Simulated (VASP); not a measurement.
Runs of VASP 6.6.1 on AgBr. The structure is that of space group Fm-3m (No. 225), or close to it. The cells are those of the table. 

| level | cell | cutoff (eV) | gap on the mesh (eV) | pressure (GPa) |
| --- | --- | --- | --- | --- |
| r2SCAN | a = 4.091 Å, angles 60.0°, 2 atoms | 550 | 1.25 | -0.1 |
| r2SCAN | a = 4.131 Å, angles 60.0°, 2 atoms | 550 | 1.25 | (a) |
| PBE | a = 4.132 Å, angles 60.0°, 2 atoms | 500 | 0.69 | -0.1 |
| r2SCAN | a = 4.050 Å, angles 60.0°, 2 atoms | 550 | 1.25 | 1.4 |
| PBE | a = 4.213 Å, angles 60.0°, 2 atoms | 500 | (b) | -2.0 |

Alike in all rows: task single point; potentials or basis VASP PAW PBE potentials, release 64 (Ag, Br); no spin polarisation; k mesh 6 × 6 × 6; smearing gaussian 0.01 eV.

Question: Estimate the missing entries.

Answer: (a) -1.3; (b) 0.72.

Caveats: the PAW data sets were made with another functional, which shifts forces and pressure a little (at least some runs).

A k mesh can miss the band edges, and the runs leave out spin-orbit coupling on Ag, Br.
